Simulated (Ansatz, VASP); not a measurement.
Ge in VASP and in Ansatz

```
Ge
1.0
     3.94356    0.00000    0.00000
    -1.97178    3.41522    0.00000
     0.00000    0.00000    6.51019
Ge
4
Direct
  0.33333 0.66667 0.93710
  0.66667 0.33333 0.43710
  0.33333 0.66667 0.56290
  0.66667 0.33333 0.06290
```

Change from the starting cell: volume scaled by 0.96.

Alike in both runs: task single point; functional PBEsol; k mesh 8 × 8 × 4; occupations fermi-dirac, width 0.05 eV; no spin polarisation.

|  | VASP | Ansatz |
| --- | --- | --- |
| version | VASP 6.6.1 | Ansatz 0.2.0 |
| potentials or method | VASP PAW PBE potentials, release 64 (Ge_d), cutoff 520 eV | all-electron LAPW, scalar-relativistic |

Ansatz gave:

* gap on the k mesh at the Fermi level (eV): none
* pressure (GPa): 2.9
* traceless stress, the component that is largest in VASP (GPa): -0.24
* rms of the force components (eV/Å): 0.009

**Question.** What did VASP give for the same quantities?

**Answer.** gap on the k mesh at the Fermi level (eV): none; pressure (GPa): 2.8; traceless stress, the component that is largest in VASP (GPa): -0.24; rms of the force components (eV/Å): 0.008.

VASP's potentials were made for PBE, not for PBEsol. Atom by atom the forces differ by 0.001 eV/Å (rms over components). A gap of «none» marks a metal or a gap that the smearing closes. Ansatz ran all-electron here, and VASP with PAW potentials.
